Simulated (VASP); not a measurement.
# V (P6_3/mmc) in VASP: a series of runs

V is run at these levels: PBE; tasks: single point, relaxation of cell and atoms.

All numbers are computed with VASP 6.6.1; they aren't measurements. Logs are shortened: lines on timing, memory, paths and dates and some standing lists are left out, and cuts for length are marked.

## Step 1: The cell of the first run

Symmetry: P6_3/mmc, No. 194, hexagonal system. The conventional cell has a = 2.624 Å, b = 2.624 Å, c = 13.944 Å, α = 90.00°, β = 90.00°, γ = 120.00°. Within 3.5 Å of V (site symmetry -6m2) lie 12 V at 2.62 to 2.78 Å. Within 3.5 Å of V (site symmetry 3m) lie 12 V at 2.62 to 2.78 Å.

This isn't the form of V at room conditions, which is bcc.

## Step 2: Single point, PBE

Input file INCAR:

```
SYSTEM = V
PREC = Accurate ; ENCUT = 520
EDIFF = 1E-6 ; ISMEAR = 0
SIGMA = 0.1 ; LREAL = .FALSE.
LASPH = .TRUE. ; NELM = 80
ALGO = Fast ; ISIF = 2
LWAVE = .FALSE. ; LCHARG = .FALSE.
GGA = PE ; NBANDS = 48
```

Input file KPOINTS:

```
Automatic mesh
0
G
  18 18 4
  0 0 0
```

Input file POSCAR:

```
V
1.0
    2.6239381584      0.0000000000      0.0000000000
   -1.3119690792      2.2723971032      0.0000000000
    0.0000000000      0.0000000000     13.9444620780
V
6
Direct
    0.0000000000      0.0000000000      0.0000000000
    0.3333333333      0.6666666667      0.1669258243
    0.6666666667      0.3333333333      0.3330741757
    0.0000000000      0.0000000000      0.5000000000
    0.6666666667      0.3333333333      0.6669258243
    0.3333333333      0.6666666667      0.8330741757
```

Potentials or basis: VASP PAW PBE potentials, release 64 (V_sv).

Started as:

```
$ cat potpaw_PBE.64/V_sv/POTCAR > POTCAR
$ mpirun -np 1 vasp_std > vasp.out
```

OUTCAR:

```text
SYSTEM = V
   PREC = Accurate
   ENCUT = 520
   EDIFF = 1E-6
   ISMEAR = 0
   LREAL = .FALSE.
   LASPH = .TRUE.
   NELM = 80
   ISIF = 2
   GGA = PE

 ion  position               nearest neighbor table
   1  0.000  0.000  0.000-   2 2.78   6 2.78   2 2.78   6 2.78   2 2.78   6 2.78
   2  0.333  0.667  0.167-   3 2.77   3 2.77   3 2.77   1 2.78   1 2.78   1 2.78
   3  0.667  0.333  0.333-   2 2.77   2 2.77   2 2.77   4 2.78   4 2.78   4 2.78
   4  0.000  0.000  0.500-   3 2.78   5 2.78   3 2.78   5 2.78   3 2.78   5 2.78
   5  0.667  0.333  0.667-   6 2.77   6 2.77   6 2.77   4 2.78   4 2.78   4 2.78
   6  0.333  0.667  0.833-   5 2.77   5 2.77   5 2.77   1 2.78   1 2.78   1 2.78

  LATTYP: Found a hexagonal cell.
 ALAT       =     2.6239381584
 C/A-ratio  =     5.3143257334

  Lattice vectors:

 A1 = (   2.6239381584,   0.0000000000,   0.0000000000)
 A2 = (  -1.3119690792,   2.2723971032,   0.0000000000)
 A3 = (   0.0000000000,   0.0000000000,  13.9444620780)

Analysis of symmetry for initial positions (statically):
=====================================================================
 Subroutine PRICEL returns:
 Original cell was already a primitive cell.

 Routine SETGRP: Setting up the symmetry group for a
 hexagonal supercell.

 Subroutine GETGRP returns: Found 24 space group operations
 (whereof 12 operations were pure point group operations)
 out of a pool of 24 trial point group operations.

The static configuration has the point symmetry D_3h.
 The point group associated with its full space group is D_6h.

Analysis of symmetry for dynamics (positions and initial velocities):
=====================================================================
 Subroutine PRICEL returns:
 Original cell was already a primitive cell.

 Routine SETGRP: Setting up the symmetry group for a
 hexagonal supercell.

 Subroutine GETGRP returns: Found 24 space group operations
 (whereof 12 operations were pure point group operations)
 out of a pool of 24 trial point group operations.

The dynamic configuration has the point symmetry D_3h.
 The point group associated with its full space group is D_6h.

 Subroutine INISYM returns: Found 24 space group operations
 (whereof 12 operations are pure point group operations),
 and found     1 'primitive' translations

----------------------------------------------------------------------------------------

                                     Primitive cell

  volume of cell :      83.1457

  direct lattice vectors                    reciprocal lattice vectors
     2.623938158  0.000000000  0.000000000     0.381106543  0.220031965  0.000000000
    -1.311969079  2.272397103  0.000000000     0.000000000  0.440063930  0.000000000
     0.000000000  0.000000000 13.944462078     0.000000000  0.000000000  0.071713057

  length of vectors
     2.623938158  2.623938158 13.944462078     0.440063930  0.440063930  0.071713057

  position of ions in fractional coordinates (direct lattice)
     0.000000000  0.000000000  0.000000000
     0.333333333  0.666666667  0.166925824
     0.666666667  0.333333333  0.333074176
     0.000000000  0.000000000  0.500000000
     0.666666667  0.333333333  0.666925824
     0.333333333  0.666666667  0.833074176

  ion indices of the primitive-cell ions
   primitive index   ion index
                 1           1
                 2           2
                 3           3
                 4           4
                 5           5
                 6           6

----------------------------------------------------------------------------------------

 KPOINTS: Automatic mesh

Automatic generation of k-mesh.
 Grid dimensions read from file:
 generate k-points for:   18   18    4

 Generating k-lattice:

  Cartesian coordinates                     Fractional coordinates (reciprocal lattice)
     0.021172586  0.012223998  0.000000000     0.055555556 -0.000000000  0.000000000
     0.000000000  0.024447996  0.000000000     0.000000000  0.055555556  0.000000000
     0.000000000  0.000000000  0.017928264     0.000000000  0.000000000  0.250000000

  Length of vectors
     0.024447996  0.024447996  0.017928264

  Shift w.r.t. Gamma in fractional coordinates (k-lattice)
     0.000000000  0.000000000  0.000000000

 Subroutine IBZKPT returns following result:
 ===========================================

 Found    111 irreducible k-points:

 Following reciprocal coordinates:
            Coordinates               Weight
  0.000000  0.000000  0.000000      1.000000
  0.055556 -0.000000  0.000000      6.000000
  0.111111 -0.000000  0.000000      6.000000
  0.166667  0.000000  0.000000      6.000000
  0.222222  0.000000  0.000000      6.000000
  0.277778  0.000000  0.000000      6.000000
[... 16 lines left out ...]
  0.333333  0.111111  0.000000     12.000000
  0.388889  0.111111  0.000000     12.000000
 [... further k-points ...]
   k-points           NKPTS =    111   k-points in BZ     NKDIM =    111   number of bands    NBANDS=     48
   number of dos      NEDOS =    301   number of ions     NIONS =      6
   total plane-waves  NPLWV =  43200
   dimension x,y,z NGX =    20 NGY =   20 NGZ =  108
   dimension x,y,z NGXF=    40 NGYF=   40 NGZF=  216
   ions per type =               6
   NGX,Y,Z   is equivalent  to a cutoff of  12.67, 12.67, 12.88 a.u.
   NGXF,Y,Z  is equivalent  to a cutoff of  25.34, 25.34, 25.75 a.u.
 SYSTEM =  V
   PREC   = accura    normal or accurate (medium, high low for compatibility)
   ISTART =      0    job   : 0-new  1-cont  2-samecut
   ICHARG =      2    charge: 1-file 2-atom 10-const
   ISPIN  =      1    spin polarized calculation?
   LNONCOLLINEAR =      F non collinear calculations
   LSORBIT =      F    spin-orbit coupling
   LASPH  =      T    aspherical Exc in radial PAW
   ENCUT  =  520.0 eV  38.22 Ry    6.18 a.u.   4.88  4.88 25.93*2*pi/ulx,y,z
   NELM   =     80;   NELMIN=  2; NELMDL= -5     # of ELM steps
   EDIFF  = 0.1E-05   stopping-criterion for ELM
   LREAL  =      F    real-space projection
   EDIFFG = 0.1E-04   stopping-criterion for IOM
   NSW    =      0    number of steps for IOM
   IBRION =     -1    ionic relax: 0-MD 1-quasi-New 2-CG
   NFREE  =      0    steps in history (QN), initial steepest desc. (CG)
   ISIF   =      2    stress and relaxation
   ISYM   =      2    0-nonsym 1-usesym 2-fastsym
   POTIM  = 0.5000    time-step for ionic-motion
   TEBEG  =    0.0;   TEEND  =   0.0 temperature during run
   PSTRESS=    0.0 pullay stress
   NELECT =      78.0000    total number of electrons
   NUPDOWN=      -1.0000    fix difference up-down
   EMIN   =  10.00;   EMAX   =-10.00  energy-range for DOS
   EFERMI =   0.00;   METHOD = LEGACY
   ISMEAR =     0;   SIGMA  =   0.10  broadening in eV -4-tet -1-fermi 0-gaus
   EFERMI_NEDOS =   21; number of points for ismear=-14 and -15
   IALGO  =     68    algorithm
   IMIX   =      4    mixing-type and parameters
     AMIX     =   0.40;   BMIX     =  1.00
     AMIX_MAG =   1.60;   BMIX_MAG =  1.00
  volume/ion in A,a.u.               =      13.86        93.52
  Fermi-wavevector in a.u.,A,eV,Ry     =   1.602605  3.028484 34.944427  2.568343
  Thomas-Fermi vector in A             =   2.699399
   LORBIT       =      0    0 simple, 1 ext, 2 COOP (PROOUT), +10 PAW based schemes
   GGA     = PE    functional components
   LHFCALC =     F    Hartree Fock is set to
   AEXX    =    0.0000 exact exchange contribution
   IVDW    =     0    specifies the selected vdW correction
   LEPSILON=     F    determine dielectric tensor
   LRPA    =     F    only Hartree local field effects (RPA)
 non-spin polarized calculation
 RMM-DIIS sequential band-by-band and
 Gauss-broadening in eV      SIGMA  =   0.10
  energy-cutoff  :      520.00
  volume of cell :       83.15
 maximum number of plane-waves:      2292
 NGX is ok and might be reduce to    20

 number of electron      78.0000018 magnetization

 Free energy of the ion-electron system (eV)
  ---------------------------------------------------
  ext. energy  EPLUGINS =         0.00000000
  ---------------------------------------------------
  free energy    TOTEN  =       -52.53399214 eV

  energy without entropy =      -52.48343022  energy(sigma->0) =      -52.50871118

 E-fermi :   9.6619     XC(G=0): -12.7424

 val. band max:        9.6573359597   @ k =   0.3889   0.1111   0.0000
 cond. band min:       9.6620482583   @ k =   0.1667   0.0556   0.0000
 fundamental gap:      0.0047122986
 Fermi energy:         9.6619198233

 k-point     1 :       0.0000    0.0000    0.0000
  band No.  band energies     occupation
      1     -54.3622      2.00000
      2     -54.3436      2.00000
      3     -54.3188      2.00000
      4     -54.2828      2.00000
      5     -54.2524      2.00000
      6     -54.2350      2.00000
[... 40 lines left out ...]
     47      10.2437      0.00000
     48      10.2437      0.00000

 k-point     2 :       0.0556   -0.0000    0.0000
  band No.  band energies     occupation
      1     -54.3570      2.00000
      2     -54.3388      2.00000
      3     -54.3141      2.00000
      4     -54.2788      2.00000
      5     -54.2483      2.00000
      6     -54.2313      2.00000
[... 40 lines left out ...]
     47      10.2592      0.00000
     48      10.3164      0.00000

 k-point     3 :       0.1111   -0.0000    0.0000
  band No.  band energies     occupation
      1     -54.3420      2.00000
      2     -54.3248      2.00000
      3     -54.3004      2.00000
      4     -54.2673      2.00000
      5     -54.2366      2.00000
      6     -54.2207      2.00000
[... 40 lines left out ...]
     47      10.4448      0.00000
     48      10.5281      0.00000

 k-point     4 :       0.1667    0.0000    0.0000
  band No.  band energies     occupation
      1     -54.3188      2.00000
      2     -54.3032      2.00000
      3     -54.2793      2.00000
      4     -54.2496      2.00000
      5     -54.2186      2.00000
      6     -54.2045      2.00000
[... 958 lines left out ...]
     47      11.4169      0.00000
     48      11.5657      0.00000

 k-point    23 :       0.3333    0.1111    0.0000
  band No.  band energies     occupation
      1     -54.1947      2.00000
      2     -54.1896      2.00000
      3     -54.1721      2.00000
      4     -54.1640      2.00000
      5     -54.1294      2.00000
      6     -54.1263      2.00000
[... 40 lines left out ...]
     47      11.7374      0.00000
     48      11.8097      0.00000

 k-point    24 :       0.3889    0.1111    0.0000
  band No.  band energies     occupation
      1     -54.1776      2.00000
      2     -54.1743      2.00000
      3     -54.1595      2.00000
      4     -54.1547      2.00000
      5     -54.1189      2.00000
      6     -54.1173      2.00000
[... 40 lines left out ...]
     47      11.8782      0.00000
     48      12.3343      0.00000

 [... further k-points ...]
[... 5 lines left out ...]
  --------------------------------------------------------------------------------------
  -------------------------------------------------------------------------------------
  Total        0.0987590      0.0987590      0.0944175      0.0000000      0.0000000      0.0000000
  in kB        1.9030388      1.9030388      1.8193801      0.0000000      0.0000000      0.0000000
  external PRESSURE =       1.8751526 kB  Pullay stress =       0.0000000 kB

 VOLUME and BASIS-vectors are now :
 -----------------------------------------------------------------------------
  energy-cutoff  :      520.00
  volume of cell :       83.15
      direct lattice vectors                 reciprocal lattice vectors
     2.623938158  0.000000000  0.000000000     0.381106543  0.220031965  0.000000000
    -1.311969079  2.272397103  0.000000000     0.000000000  0.440063930  0.000000000
     0.000000000  0.000000000 13.944462078     0.000000000  0.000000000  0.071713057

 POSITION                                       TOTAL-FORCE (eV/Angst)
 -----------------------------------------------------------------------------------
      0.00000      0.00000      0.00000        -0.000000      0.000000      0.000000
     -0.00000      1.51493      2.32769         0.000000      0.000000     -0.002397
      1.31197      0.75747      4.64454        -0.000000     -0.000000      0.002397
      0.00000      0.00000      6.97223         0.000000      0.000000      0.000000
      1.31197      0.75747      9.29992        -0.000000     -0.000000     -0.002397
     -0.00000      1.51493     11.61677         0.000000     -0.000000      0.002397
 -----------------------------------------------------------------------------------
    total drift:                               -0.000000      0.000000      0.000000

  FREE ENERGIE OF THE ION-ELECTRON SYSTEM (eV)
  ---------------------------------------------------
  free  energy   TOTEN  =       -52.5339921369 eV

  energy  without entropy=      -52.4834302222  energy(sigma->0) =      -52.50871118
```

Run time: 16 min. Hardware: 1 thread of Oxide Virtual Turin-like, shared host; peak memory 0.37 GiB.

Results:

```
Free energy            : -52.5340 eV
Pressure               : 0.2 GPa
Band gap on the k mesh : zero (bands 39 and 40 overlap by 1.07 eV)
```

Forces in eV/Å, atoms in the order of the input:
```
V    0.000  0.000  0.000
V    0.000  0.000 -0.002
V    0.000  0.000  0.002
V    0.000  0.000  0.000
V    0.000  0.000 -0.002
V    0.000  0.000  0.002
```

## Step 3: Relaxation of cell and atoms, PBE

This run uses another cell than the first one: it holds 4 atoms, not 6.

Input file INCAR:

```
  PREC = Accurate
  ENCUT = 600
  EDIFF = 1E-6
  ISMEAR = 0
  SIGMA = 0.1
  LREAL = F
  LASPH = T
  NELM = 80
  ALGO = Fast
  ISIF = 3
  LWAVE = F
  LCHARG = F
  GGA = PE
  IBRION = 2
  NSW = 65
  EDIFFG = -0.01
```

Input file KPOINTS:

```
regular mesh
0
Gamma
  18 18 5
```

Input file POSCAR:

```
V
1.0
    2.6105433006      0.0000000000      0.0000000000
   -1.3052716503      2.2607968160      0.0000000000
    0.0000000000      0.0000000000      9.3770053176
V
4
Direct
    0.0000000000      0.0000000000      0.0000000000
    0.3333333333      0.6666666667      0.2500000000
    0.0000000000      0.0000000000      0.5000000000
    0.6666666667      0.3333333333      0.7500000000
```

Potentials or basis: VASP PAW PBE potentials, release 64 (V_sv).

Started as:

```
$ cat potpaw_PBE.64/V_sv/POTCAR > POTCAR
$ mpirun -np 1 vasp_std > vasp.out
```

It took 32 min on 1 thread of Oxide Virtual Turin-like, shared host; peak memory 0.29 GiB.

Results (log left out):

```
Free energy                           : -35.0400 eV
Relaxed volume                        : 13.86 Å³/atom
Relaxed cell                          : a = 2.637 Å, b = 2.637 Å, c = 9.208 Å, α = 90.00°, β = 90.00°, γ = 120.00°
Space group after relaxing (to 0.1 Å) : P6_3/mmc (No. 194)
Energy gained by relaxing             : 2.2 meV/atom
Ionic steps                           : 5
Pressure after relaxing               : 0.0 GPa
Band gap on the k mesh                : zero (bands 26 and 27 overlap by 0.96 eV)
```

Stress tensor (GPa, compression positive):
```
 0.08  0.00  0.00
 0.00  0.08  0.00
 0.00  0.00 -0.02
```

The path:
```csv
step,energy change (eV),largest force (eV/Å),pressure (GPa),volume (Å³)
1,0.0000,0.0000,0.30,55.34
2,-0.0054,0.0000,-0.28,55.55
3,-0.0074,0.0000,-0.92,55.76
4,-0.0073,0.0000,1.14,55.11
5,-0.0087,0.0000,0.05,55.45
```

Final structure:
```
V
1.0
     2.63688    0.00000    0.00000
    -1.31844    2.28361    0.00000
     0.00000    0.00000    9.20770
V
4
Direct
  0.00000 0.00000 0.00000
  0.33333 0.66667 0.25000
  0.00000 0.00000 0.50000
  0.66667 0.33333 0.75000
```

Levels at points of the mesh, in eV from the Fermi level:
| k point | band 24 | band 25 | band 26 | band 27 | band 28 | band 29 |
| --- | --- | --- | --- | --- | --- | --- |
| (0.00, 0.00, 0.00) | 0.12 | 0.21 | 0.21 | 0.25 | 0.25 | 0.49 |
| (0.50, 0.00, 0.00) | -0.79 | -0.27 | 0.29 | 0.41 | 1.53 | 1.56 |
